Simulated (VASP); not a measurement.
# Pd (C2/c) in VASP: single point with LDA

Aim: the single point of Pd with LDA.

All numbers are computed with VASP 6.6.1; they aren't measurements. Logs are shortened: lines on timing, memory, paths and dates and some standing lists are left out, and cuts for length are marked.

**1. The cell of the first run**

Symmetry: C2/c, No. 15, monoclinic system. Conventional cell: a = 2.537 Å, b = 8.855 Å, c = 2.579 Å, α = 90.00°, β = 119.25°, γ = 90.00°. Within 3.3 Å of Pd (site symmetry 2) lie 14 Pd at 2.54 to 3.13 Å.

**2. Single point, LDA, collinear spin (12.63 Å³/atom)**

Contents of INCAR:

```
SYSTEM = Pd
ALGO     = Normal         ! electronic algorithm
EDIFF    = 1E-6           ! SCF threshold, eV
ENCUT    = 520            ! plane-wave cutoff, eV
ISIF     = 2              ! what is computed and relaxed
ISMEAR   = -1             ! smearing method
ISPIN    = 2              ! spin polarisation
KPAR     = 4            
LASPH    = .True.         ! aspherical terms in the spheres
LCHARG   = .False.        ! write CHGCAR
LMAXMIX  = 4              ! l up to which the mixer works
LORBIT   = 11             ! projections on sites
LREAL    = .False.        ! projectors in reciprocal space
LWAVE    = .False.        ! write WAVECAR
MAGMOM   = 0.5 0.5        ! initial moments
NBANDS   = 21             ! bands
NELM     = 150            ! most SCF steps
PREC     = Accurate       ! precision mode
SIGMA    = 0.05           ! smearing width, eV
```

Contents of KPOINTS:

```
k-points
0
Gamma
  16 16 15
  0 0 0
```

Contents of POSCAR:

```
Pd
1.0
   -3.1320202019      3.1293041266      1.2683213247
    3.1293041266     -3.1320202019      1.2683213247
    1.5923313639      1.5923313639     -1.2732958215
Pd
2
Direct
    0.9999420576      0.0000579424      1.0000000000
    0.7500579424      0.2499420576      0.5000000000
```

Potentials or basis: VASP PAW LDA potentials, release 64 (Pd).

Launch:

```console
$ cat potpaw_LDA.64/Pd/POTCAR > POTCAR
$ mpirun -np 4 vasp_std > vasp.out
```

OUTCAR:

```text
SYSTEM = Pd
   EDIFF = 1E-6
   ENCUT = 520
   ISIF = 2
   ISMEAR = -1
   ISPIN = 2
   LASPH = .True.
   LORBIT = 11
   LREAL = .False.
   NELM = 150
   PREC = Accurate

 ion  position               nearest neighbor table
   1  1.000  0.000  0.000-   2 2.56   2 2.56   2 2.56   2 2.56   2 3.12   2 3.12   2 3.13   2 3.13

   2  0.750  0.250  0.500-   1 2.56   1 2.56   1 2.56   1 2.56   1 3.12   1 3.12   1 3.13   1 3.13

  Warning from LATTYP: Got some problem with cell dimensions!
  Tried to take original basis but could not verify dimensions!
  LATTYP: Found a base centered monoclinic cell.
 ALAT       =     2.5366455576
 B/A-ratio  =     3.4907714076
 C/A-ratio  =     1.0165867915
 COS(beta)  =    -0.4885916601

  Lattice vectors:

 A1 = (   3.1320202019,  -3.1293041266,  -1.2683213247)
 A2 = (  -3.1293041266,   3.1320202019,  -1.2683213247)
 A3 = (   1.5896152886,   1.5896152886,   1.2633468279)

Analysis of symmetry for initial positions (statically):
=====================================================================
 Subroutine PRICEL returns:
 Original cell was already a primitive cell.

 Routine SETGRP: Setting up the symmetry group for a
 base centered monoclinic supercell.

 Subroutine GETGRP returns: Found  4 space group operations
 (whereof  2 operations were pure point group operations)
 out of a pool of  4 trial point group operations.

The static configuration has the point symmetry C_2 .
 The point group associated with its full space group is C_2h.

Analysis of symmetry for dynamics (positions and initial velocities):
=====================================================================
 Subroutine PRICEL returns:
 Original cell was already a primitive cell.

 Routine SETGRP: Setting up the symmetry group for a
 base centered monoclinic supercell.

 Subroutine GETGRP returns: Found  4 space group operations
 (whereof  2 operations were pure point group operations)
 out of a pool of  4 trial point group operations.

The dynamic configuration has the point symmetry C_2 .
 The point group associated with its full space group is C_2h.

Analysis of structural, dynamic, and magnetic symmetry:
=====================================================================
 Subroutine PRICEL returns:
 Original cell was already a primitive cell.

 Routine SETGRP: Setting up the symmetry group for a
 base centered monoclinic supercell.

 Subroutine GETGRP returns: Found  4 space group operations
 (whereof  2 operations were pure point group operations)
 out of a pool of  4 trial point group operations.

The overall configuration has the point symmetry C_2 .
 The point group associated with its full space group is C_2h.

 Subroutine INISYM returns: Found  4 space group operations
 (whereof  2 operations are pure point group operations),
 and found     1 'primitive' translations

----------------------------------------------------------------------------------------

                                     Primitive cell

  volume of cell :      25.2689

  direct lattice vectors                    reciprocal lattice vectors
    -3.132020202  3.129304127  1.268321325     0.077898037  0.237608658  0.394559691
     3.129304127 -3.132020202  1.268321325     0.237608658  0.077898037  0.394559691
     1.592331364  1.592331364 -1.273295822     0.314274077  0.314274077  0.000673009

  length of vectors
     4.605511247  4.605511247  2.586951989     0.467122391  0.467122391  0.444451172

  position of ions in fractional coordinates (direct lattice)
     0.999942058  0.000057942  1.000000000
     0.750057942  0.249942058  0.500000000

  ion indices of the primitive-cell ions
   primitive index   ion index
                 1           1
                 2           2

----------------------------------------------------------------------------------------

 KPOINTS: k-points

Automatic generation of k-mesh.
 Grid dimensions read from file:
 generate k-points for:   16   16   15

 Generating k-lattice:

  Cartesian coordinates                     Fractional coordinates (reciprocal lattice)
     0.004868627  0.014850541  0.024659981     0.062500000  0.000000000  0.000000000
     0.014850541  0.004868627  0.024659981     0.000000000  0.062500000  0.000000000
     0.020951605  0.020951605  0.000044867     0.000000000  0.000000000  0.066666667

  Length of vectors
     0.029195149  0.029195149  0.029630078

  Shift w.r.t. Gamma in fractional coordinates (k-lattice)
     0.000000000  0.000000000  0.000000000

 Subroutine IBZKPT returns following result:
 ===========================================

 Found   1025 irreducible k-points:

 Following reciprocal coordinates:
            Coordinates               Weight
  0.000000  0.000000  0.000000      1.000000
  0.062500  0.000000  0.000000      4.000000
  0.125000  0.000000  0.000000      4.000000
  0.187500  0.000000 -0.000000      4.000000
  0.250000  0.000000  0.000000      4.000000
  0.312500  0.000000 -0.000000      4.000000
[... 16 lines left out ...]
 -0.125000  0.062500  0.000000      4.000000
 -0.062500  0.062500  0.000000      2.000000
 [... further k-points ...]
   k-points           NKPTS =   1025   k-points in BZ     NKDIM =   1025   number of bands    NBANDS=     21
   number of dos      NEDOS =    301   number of ions     NIONS =      2
   total plane-waves  NPLWV =  25920
   dimension x,y,z NGX =    36 NGY =   36 NGZ =   20
   dimension x,y,z NGXF=    72 NGYF=   72 NGZF=   40
   ions per type =               2
   NGX,Y,Z   is equivalent  to a cutoff of  12.99, 12.99, 12.85 a.u.
   NGXF,Y,Z  is equivalent  to a cutoff of  25.99, 25.99, 25.71 a.u.
 SYSTEM =  Pd
   PREC   = accura    normal or accurate (medium, high low for compatibility)
   ISTART =      0    job   : 0-new  1-cont  2-samecut
   ICHARG =      2    charge: 1-file 2-atom 10-const
   ISPIN  =      2    spin polarized calculation?
   LNONCOLLINEAR =      F non collinear calculations
   LSORBIT =      F    spin-orbit coupling
   LASPH  =      T    aspherical Exc in radial PAW
   ENCUT  =  520.0 eV  38.22 Ry    6.18 a.u.   8.56  8.56  4.81*2*pi/ulx,y,z
   NELM   =    150;   NELMIN=  2; NELMDL= -5     # of ELM steps
   EDIFF  = 0.1E-05   stopping-criterion for ELM
   LREAL  =      F    real-space projection
   EDIFFG = 0.1E-04   stopping-criterion for IOM
   NSW    =      0    number of steps for IOM
   IBRION =     -1    ionic relax: 0-MD 1-quasi-New 2-CG
   NFREE  =      0    steps in history (QN), initial steepest desc. (CG)
   ISIF   =      2    stress and relaxation
   ISYM   =      2    0-nonsym 1-usesym 2-fastsym
   POTIM  = 0.5000    time-step for ionic-motion
   TEBEG  =    0.0;   TEEND  =   0.0 temperature during run
   PSTRESS=    0.0 pullay stress
   NELECT =      20.0000    total number of electrons
   NUPDOWN=      -1.0000    fix difference up-down
   EMIN   =  10.00;   EMAX   =-10.00  energy-range for DOS
   EFERMI =   0.00;   METHOD = LEGACY
   ISMEAR =    -1;   SIGMA  =   0.05  broadening in eV -4-tet -1-fermi 0-gaus
   EFERMI_NEDOS =   21; number of points for ismear=-14 and -15
   IALGO  =     38    algorithm
   IMIX   =      4    mixing-type and parameters
     AMIX     =   0.40;   BMIX     =  1.00
     AMIX_MAG =   1.60;   BMIX_MAG =  1.00
  volume/ion in A,a.u.               =      12.63        85.26
  Fermi-wavevector in a.u.,A,eV,Ry     =   1.514337  2.861682 31.201103  2.293216
  Thomas-Fermi vector in A             =   2.624008
   LORBIT       =     11    0 simple, 1 ext, 2 COOP (PROOUT), +10 PAW based schemes
   GGA     = CA    functional components
   LHFCALC =     F    Hartree Fock is set to
   AEXX    =    0.0000 exact exchange contribution
   IVDW    =     0    specifies the selected vdW correction
   LEPSILON=     F    determine dielectric tensor
   LRPA    =     F    only Hartree local field effects (RPA)
 spin polarized calculation
  energy-cutoff  :      520.00
  volume of cell :       25.27
 maximum number of plane-waves:       694
 NGX is ok and might be reduce to    36
   NGX = 17   NGY = 17   NGZ =  9

 number of electron      20.0000002 magnetization      -0.0131990

 number of electron      20.0000002 magnetization       0.0000195

 Free energy of the ion-electron system (eV)
  ---------------------------------------------------
  ext. energy  EPLUGINS =         0.00000000
  ---------------------------------------------------
  free energy    TOTEN  =       -12.46588150 eV

  energy without entropy =      -12.44170064  energy(sigma->0) =      -12.45379107

 E-fermi :  12.5310     XC(G=0): -14.4717

 val. band max:       12.5304473190   @ k =   0.1875   0.1250   0.2000
 cond. band min:      12.5321613874   @ k =  -0.0625   0.0625   0.0000
 fundamental gap:      0.0017140684
 Fermi energy:        12.5310395392

 spin component 1

 k-point     1 :       0.0000    0.0000    0.0000
  band No.  band energies     occupation
      1       4.0053      1.00000
      2       5.8515      1.00000
      3       7.9531      1.00000
      4       8.6830      1.00000
      5       9.3197      1.00000
      6       9.3345      1.00000
[... 550 lines left out ...]
      5       9.3262      1.00000
      6       9.3527      1.00000
[... 13 lines left out ...]
     20      37.6963      0.00000
     21      38.6921      0.00000

 [... further k-points ...]

 spin component 2

 k-point     1 :       0.0000    0.0000    0.0000
  band No.  band energies     occupation
      1       4.0054      1.00000
      2       5.8516      1.00000
      3       7.9533      1.00000
      4       8.6830      1.00000
      5       9.3198      1.00000
      6       9.3346      1.00000
[... 550 lines left out ...]
      5       9.3263      1.00000
      6       9.3528      1.00000
[... 13 lines left out ...]
     20      37.7031      0.00000
     21      38.6926      0.00000

 [... further k-points ...]

------------------------ aborting loop because EDIFF is reached ----------------------------------------

  FORCE on cell =-STRESS in cart. coord.  units (eV):
  Direction    XX          YY          ZZ          XY          YZ          ZX
  --------------------------------------------------------------------------------------
  -------------------------------------------------------------------------------------
  Total        6.2862924      6.2862924      6.2557153      0.2150122      0.0650411      0.0650412
  in kB      398.5825004    398.5825004    396.6437582     13.6328553      4.1239347      4.1239360
  external PRESSURE =     397.9362530 kB  Pullay stress =       0.0000000 kB

 VOLUME and BASIS-vectors are now :
 -----------------------------------------------------------------------------
  energy-cutoff  :      520.00
  volume of cell :       25.27
      direct lattice vectors                 reciprocal lattice vectors
    -3.132020202  3.129304127  1.268321325     0.077898037  0.237608658  0.394559691
     3.129304127 -3.132020202  1.268321325     0.237608658  0.077898037  0.394559691
     1.592331364  1.592331364 -1.273295822     0.314274077  0.314274077  0.000673009

 POSITION                                       TOTAL-FORCE (eV/Angst)
 -----------------------------------------------------------------------------------
     -3.13166      3.12894      1.26832         0.000069     -0.000069     -0.000000
     -0.77089      2.36050      0.63167        -0.000069      0.000069      0.000000
 -----------------------------------------------------------------------------------
    total drift:                                0.000000      0.000000     -0.000000

  FREE ENERGIE OF THE ION-ELECTRON SYSTEM (eV)
  ---------------------------------------------------
  free  energy   TOTEN  =       -12.4658814966 eV

  energy  without entropy=      -12.4417006447  energy(sigma->0) =      -12.45379107

 total charge

# of ion       s       p       d       tot
------------------------------------------
    1        0.586   0.674   8.608   9.868
    2        0.586   0.674   8.608   9.868
--------------------------------------------------
tot          1.173   1.348  17.216  19.737

 magnetization (x)

# of ion       s       p       d       tot
------------------------------------------
    1        0.000   0.000   0.000   0.000
    2        0.000   0.000   0.000   0.000
--------------------------------------------------
tot          0.000   0.000   0.000   0.000
```

It took 9.6 min on 4 MPI ranks of Oxide Virtual Turin-like, shared host; peak memory 0.73 GiB.

What came out:

```yaml
Free_energy: -12.4659 eV
Pressure: 39.8 GPa
Band_gap_on_the_k_mesh: zero (filled and empty bands overlap)
Net_moment: 0.00 μB per cell
Valence_electrons_inside_the_program's_atomic_spheres: Pd 9.87
```

Levels at points of the mesh, in eV from the Fermi level:
Spin up:
```csv
k point,band 7,band 8,band 9,band 10,band 11,band 12,band 13,band 14
"(0.00, 0.00, 0.00)",-3.07,-2.44,-1.12,-1.06,-0.01,0.05,7.81,17.35
"(0.50, 0.00, 0.00)",-1.60,-0.75,0.23,0.43,2.58,5.19,7.86,12.13
"(0.50, 0.50, 0.00)",-2.75,-2.74,-2.11,-2.09,-0.19,-0.18,14.56,14.57
```
Spin down:
```tsv
k point	band 6	band 7	band 8	band 9	band 10	band 11	band 12	band 13	band 14	band 15
(0.00, 0.00, 0.00)	-3.20	-3.07	-2.44	-1.12	-1.06	-0.01	0.05	7.81	17.35	18.45
(0.50, 0.00, 0.00)	-1.63	-1.60	-0.75	0.23	0.43	2.58	5.19	7.86	12.13	13.59
(0.50, 0.50, 0.00)	-3.60	-2.75	-2.74	-2.11	-2.09	-0.19	-0.18	14.56	14.57	17.79
```

Caveat: the cell stands under pressure.
